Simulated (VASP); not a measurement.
# In (I4/mmm) in VASP: further runs

In is run at these levels: PBE; tasks: single point.

All numbers are computed with VASP 6.6.1; they aren't measurements. Logs are shortened: lines on timing, memory, paths and dates and some standing lists are left out, and cuts for length are marked.

## (1) The cell of the first run

The structure is tetragonal, space group I4/mmm (No. 139). The conventional cell has a = 3.614 Å, b = 3.614 Å, c = 3.916 Å, α = 90.00°, β = 90.00°, γ = 90.00°. Within 4.2 Å of In (site symmetry 4/mmm) lie 14 In at 3.22 to 3.92 Å.

## (2) Single point, PBE (strain -0.040 along x and y, +0.040 along z)

INCAR

```
  PREC = Accurate
  ENCUT = 520
  EDIFF = 1E-6
  ISMEAR = 0
  SIGMA = 0.15
  LREAL = False
  LASPH = True
  NELM = 100
  ALGO = Fast
  ISIF = 2
  LWAVE = False
  LCHARG = False
  GGA = PE
  NBANDS = 12
```

KPOINTS

```
regular mesh
0
Gamma
  18 18 18
```

POSCAR

```
In
1.0
   -1.8072242304      1.8072242304      1.9578262496
    1.8072242304     -1.8072242304      1.9578262496
    1.8072242304      1.8072242304     -1.9578262496
In
1
Direct
    0.0000000000      0.0000000000      0.0000000000
```

Potentials or basis: VASP PAW PBE potentials, release 64 (In_d).

Launch:

```sh
$ cat potpaw_PBE.64/In_d/POTCAR > POTCAR
$ mpirun -np 1 vasp_std > vasp.out
```

OUTCAR:

```text
PREC = Accurate
   ENCUT = 520
   EDIFF = 1E-6
   ISMEAR = 0
   LREAL = False
   LASPH = True
   NELM = 100
   ISIF = 2
   GGA = PE

 ion  position               nearest neighbor table
   1  0.000  0.000  0.000-

  LATTYP: Found a body centered tetragonal cell.
 ALAT       =     3.6144484608
 C/A-ratio  =     1.0833333333

  Lattice vectors:

 A1 = (  -1.8072242304,   1.8072242304,   1.9578262496)
 A2 = (   1.8072242304,  -1.8072242304,   1.9578262496)
 A3 = (   1.8072242304,   1.8072242304,  -1.9578262496)

Analysis of symmetry for initial positions (statically):
=====================================================================
 Subroutine PRICEL returns:
 Original cell was already a primitive cell.

 Routine SETGRP: Setting up the symmetry group for a
 body centered tetragonal supercell.

 Subroutine GETGRP returns: Found 16 space group operations
 (whereof 16 operations were pure point group operations)
 out of a pool of 16 trial point group operations.

The static configuration has the point symmetry D_4h.

Analysis of symmetry for dynamics (positions and initial velocities):
=====================================================================
 Subroutine PRICEL returns:
 Original cell was already a primitive cell.

 Routine SETGRP: Setting up the symmetry group for a
 body centered tetragonal supercell.

 Subroutine GETGRP returns: Found 16 space group operations
 (whereof 16 operations were pure point group operations)
 out of a pool of 16 trial point group operations.

The dynamic configuration has the point symmetry D_4h.

 Subroutine INISYM returns: Found 16 space group operations
 (whereof 16 operations are pure point group operations),
 and found     1 'primitive' translations

----------------------------------------------------------------------------------------

                                     Primitive cell

  volume of cell :      25.5775

  direct lattice vectors                    reciprocal lattice vectors
    -1.807224230  1.807224230  1.957826250     0.000000000  0.276667384  0.255385277
     1.807224230 -1.807224230  1.957826250     0.276667384  0.000000000  0.255385277
     1.807224230  1.807224230 -1.957826250     0.276667384  0.276667384  0.000000000

  length of vectors
     3.219503450  3.219503450  3.219503450     0.376518899  0.376518899  0.391266767

  position of ions in fractional coordinates (direct lattice)
     0.000000000  0.000000000  0.000000000

  ion indices of the primitive-cell ions
   primitive index   ion index
                 1           1

----------------------------------------------------------------------------------------

 KPOINTS: regular mesh

Automatic generation of k-mesh.
 Grid dimensions read from file:
 generate k-points for:   18   18   18

 Generating k-lattice:

  Cartesian coordinates                     Fractional coordinates (reciprocal lattice)
     0.000000000  0.015370410  0.014188071     0.055555556  0.000000000 -0.000000000
     0.015370410  0.000000000  0.014188071     0.000000000  0.055555556 -0.000000000
     0.015370410  0.015370410  0.000000000     0.000000000  0.000000000  0.055555556

  Length of vectors
     0.020917717  0.020917717  0.021737043

  Shift w.r.t. Gamma in fractional coordinates (k-lattice)
     0.000000000  0.000000000  0.000000000

 Subroutine IBZKPT returns following result:
 ===========================================

 Found    480 irreducible k-points:

 Following reciprocal coordinates:
            Coordinates               Weight
  0.000000  0.000000  0.000000      1.000000
  0.055556 -0.000000  0.000000      8.000000
  0.111111 -0.000000  0.000000      8.000000
  0.166667  0.000000  0.000000      8.000000
  0.222222  0.000000  0.000000      8.000000
  0.277778  0.000000  0.000000      8.000000
[... 16 lines left out ...]
 -0.277778  0.055556  0.000000     16.000000
 -0.222222  0.055556 -0.000000     16.000000
 [... further k-points ...]
   k-points           NKPTS =    480   k-points in BZ     NKDIM =    480   number of bands    NBANDS=     12
   number of dos      NEDOS =    301   number of ions     NIONS =      1
   total plane-waves  NPLWV =  13824
   dimension x,y,z NGX =    24 NGY =   24 NGZ =   24
   dimension x,y,z NGXF=    48 NGYF=   48 NGZF=   48
   ions per type =               1
   NGX,Y,Z   is equivalent  to a cutoff of  12.39, 12.39, 12.39 a.u.
   NGXF,Y,Z  is equivalent  to a cutoff of  24.79, 24.79, 24.79 a.u.
 SYSTEM =  unknown system
   PREC   = accura    normal or accurate (medium, high low for compatibility)
   ISTART =      0    job   : 0-new  1-cont  2-samecut
   ICHARG =      2    charge: 1-file 2-atom 10-const
   ISPIN  =      1    spin polarized calculation?
   LNONCOLLINEAR =      F non collinear calculations
   LSORBIT =      F    spin-orbit coupling
   LASPH  =      T    aspherical Exc in radial PAW
   ENCUT  =  520.0 eV  38.22 Ry    6.18 a.u.   5.99  5.99  5.99*2*pi/ulx,y,z
   NELM   =    100;   NELMIN=  2; NELMDL= -5     # of ELM steps
   EDIFF  = 0.1E-05   stopping-criterion for ELM
   LREAL  =      F    real-space projection
   EDIFFG = 0.1E-04   stopping-criterion for IOM
   NSW    =      0    number of steps for IOM
   IBRION =     -1    ionic relax: 0-MD 1-quasi-New 2-CG
   NFREE  =      0    steps in history (QN), initial steepest desc. (CG)
   ISIF   =      2    stress and relaxation
   ISYM   =      2    0-nonsym 1-usesym 2-fastsym
   POTIM  = 0.5000    time-step for ionic-motion
   TEBEG  =    0.0;   TEEND  =   0.0 temperature during run
   PSTRESS=    0.0 pullay stress
   NELECT =      13.0000    total number of electrons
   NUPDOWN=      -1.0000    fix difference up-down
   EMIN   =  10.00;   EMAX   =-10.00  energy-range for DOS
   EFERMI =   0.00;   METHOD = LEGACY
   ISMEAR =     0;   SIGMA  =   0.15  broadening in eV -4-tet -1-fermi 0-gaus
   EFERMI_NEDOS =   21; number of points for ismear=-14 and -15
   IALGO  =     68    algorithm
   IMIX   =      4    mixing-type and parameters
     AMIX     =   0.40;   BMIX     =  1.00
     AMIX_MAG =   1.60;   BMIX_MAG =  1.00
  volume/ion in A,a.u.               =      25.58       172.61
  Fermi-wavevector in a.u.,A,eV,Ry     =   1.306481  2.468892 23.223696  1.706893
  Thomas-Fermi vector in A             =   2.437280
   LORBIT       =      0    0 simple, 1 ext, 2 COOP (PROOUT), +10 PAW based schemes
   GGA     = PE    functional components
   LHFCALC =     F    Hartree Fock is set to
   AEXX    =    0.0000 exact exchange contribution
   IVDW    =     0    specifies the selected vdW correction
   LEPSILON=     F    determine dielectric tensor
   LRPA    =     F    only Hartree local field effects (RPA)
 non-spin polarized calculation
 RMM-DIIS sequential band-by-band and
 Gauss-broadening in eV      SIGMA  =   0.15
  energy-cutoff  :      520.00
  volume of cell :       25.58
 maximum number of plane-waves:       712
   NGX = 11   NGY = 11   NGZ = 11

 number of electron      13.0000005 magnetization

 Free energy of the ion-electron system (eV)
  ---------------------------------------------------
  ext. energy  EPLUGINS =         0.00000000
  ---------------------------------------------------
  free energy    TOTEN  =        -2.53199948 eV

  energy without entropy =       -2.52756203  energy(sigma->0) =       -2.52978075

 E-fermi :   7.7854     XC(G=0): -10.3629

 val. band max:        7.7814822653   @ k =  -0.4444   0.3333  -0.0000
 cond. band min:       7.7878416171   @ k =  -0.3889   0.0556  -0.0000
 fundamental gap:      0.0063593517
 Fermi energy:         7.7853688907

 k-point     1 :       0.0000    0.0000    0.0000
  band No.  band energies     occupation
      1      -6.9425      2.00000
      2      -6.9425      2.00000
      3      -6.8783      2.00000
      4      -6.6728      2.00000
      5      -6.6120      2.00000
      6      -1.9147      2.00000
      7      18.7565      0.00000
      8      19.1388      0.00000
      9      19.1388      0.00000
     10      20.2288      0.00000
     11      21.5674      0.00000
     12      21.5674      0.00000

 k-point     2 :       0.0556   -0.0000    0.0000
  band No.  band energies     occupation
      1      -6.9387      2.00000
      2      -6.9376      2.00000
      3      -6.8735      2.00000
      4      -6.6747      2.00000
      5      -6.6144      2.00000
      6      -1.8437      2.00000
      7      18.0347      0.00000
      8      18.8106      0.00000
      9      18.8311      0.00000
     10      20.0257      0.00000
     11      21.2452      0.00000
     12      21.2676      0.00000

 k-point     3 :       0.1111   -0.0000    0.0000
  band No.  band energies     occupation
      1      -6.9336      2.00000
      2      -6.9290      2.00000
      3      -6.8495      2.00000
      4      -6.6806      2.00000
      5      -6.6203      2.00000
      6      -1.6296      2.00000
      7      16.2175      0.00000
      8      18.0763      0.00000
      9      18.4255      0.00000
     10      19.9576      0.00000
     11      20.6876      0.00000
     12      20.7660      0.00000
[... 286 lines left out ...]
 k-point    23 :      -0.2778    0.0556    0.0000
  band No.  band energies     occupation
      1      -6.9638      2.00000
      2      -6.9142      2.00000
      3      -6.6988      2.00000
      4      -6.6909      2.00000
      5      -6.6289      2.00000
      6      -0.3657      2.00000
      7      11.2941      0.00000
      8      15.6254      0.00000
      9      16.5420      0.00000
     10      19.6696      0.00000
     11      19.8316      0.00000
     12      20.5995      0.00000

 k-point    24 :      -0.2222    0.0556   -0.0000
  band No.  band energies     occupation
      1      -6.9489      2.00000
      2      -6.9147      2.00000
      3      -6.7624      2.00000
      4      -6.6892      2.00000
      5      -6.6289      2.00000
      6      -0.9560      2.00000
      7      13.1985      0.00000
      8      16.4179      0.00000
      9      17.1134      0.00000
     10      19.8575      0.00000
     11      20.1079      0.00000
     12      20.4931      0.00000

 [... further k-points ...]

------------------------ aborting loop because EDIFF is reached ----------------------------------------

  FORCE on cell =-STRESS in cart. coord.  units (eV):
  Direction    XX          YY          ZZ          XY          YZ          ZX
  --------------------------------------------------------------------------------------
  -------------------------------------------------------------------------------------
  Total        0.4964822      0.4964822      0.5529935      0.0000000      0.0000000      0.0000000
  in kB       31.0996879     31.0996879     34.6395599      0.0000000      0.0000000      0.0000000
  external PRESSURE =      32.2796453 kB  Pullay stress =       0.0000000 kB

 VOLUME and BASIS-vectors are now :
 -----------------------------------------------------------------------------
  energy-cutoff  :      520.00
  volume of cell :       25.58
      direct lattice vectors                 reciprocal lattice vectors
    -1.807224230  1.807224230  1.957826250     0.000000000  0.276667384  0.255385277
     1.807224230 -1.807224230  1.957826250     0.276667384  0.000000000  0.255385277
     1.807224230  1.807224230 -1.957826250     0.276667384  0.276667384  0.000000000

 POSITION                                       TOTAL-FORCE (eV/Angst)
 -----------------------------------------------------------------------------------
      0.00000      0.00000      0.00000         0.000000     -0.000000     -0.000000
 -----------------------------------------------------------------------------------
    total drift:                                0.000000      0.000000      0.000000

  FREE ENERGIE OF THE ION-ELECTRON SYSTEM (eV)
  ---------------------------------------------------
  free  energy   TOTEN  =        -2.5319994755 eV

  energy  without entropy=       -2.5275620309  energy(sigma->0) =       -2.52978075
```

Run time: 35 s. Hardware: 1 thread of Intel Xeon 6975P-C (Granite Rapids), shared host; peak memory 0.25 GiB.

Results:

```yaml
Free_energy: -2.5320 eV
Pressure: 3.2 GPa
```

Caveat: the cell differs from its parent crystal (strain -0.040 along x and y, +0.040 along z); spin-orbit coupling is left out, which moves the levels of the heavy elements.

## (3) Single point, PBE (strain -0.040 along x and y, +0.080 along z)

INCAR

```
PREC = Accurate
ENCUT = 520
EDIFF = 1E-7
ISMEAR = 0
SIGMA = 0.15
LREAL = False
LASPH = True
NELM = 100
ALGO = Fast
ISIF = 2
LWAVE = False
LCHARG = False
GGA = PE
NBANDS = 12
```

KPOINTS is that of step 2.

POSCAR

```
In
1.0
   -1.8072242304      1.8072242304      2.0331272592
    1.8072242304     -1.8072242304      2.0331272592
    1.8072242304      1.8072242304     -2.0331272592
In
1
Direct
    0.0000000000      0.0000000000      0.0000000000
```

Potentials or basis: VASP PAW PBE potentials, release 64 (In_d).

Launch:

```sh
$ cat potpaw_PBE.64/In_d/POTCAR > POTCAR
$ mpirun -np 1 vasp_std > vasp.out
```

Run time: 50 s. Hardware: 1 thread of Intel Xeon 6975P-C (Granite Rapids), shared host; peak memory 0.25 GiB.

It converged, with:

```
Free energy : -2.5482 eV
Pressure    : 1.5 GPa
```

Stress tensor (GPa, compression positive):
```
1.39 0.00 0.00
0.00 1.39 0.00
0.00 0.00 1.70
```

Levels at points of the mesh, in eV from the Fermi level:
```
           k point  band 4  band 5  band 6  band 7  band 8  band 9
(0.00, 0.00, 0.00)  -14.46  -14.38   -9.44   10.47   10.88   10.88
(0.50, 0.00, 0.00)  -14.38  -14.25   -4.15   -3.23    6.51    7.99
(0.50, 0.50, 0.00)  -14.36  -14.23   -3.33   -2.84    4.92    5.99
(0.50, 0.50, 0.50)  -14.27  -14.27   -0.17    0.37    2.10    2.10
```

Caveat: the cell differs from its parent crystal (strain -0.040 along x and y, +0.080 along z); spin-orbit coupling is left out, which moves the levels of the heavy elements.
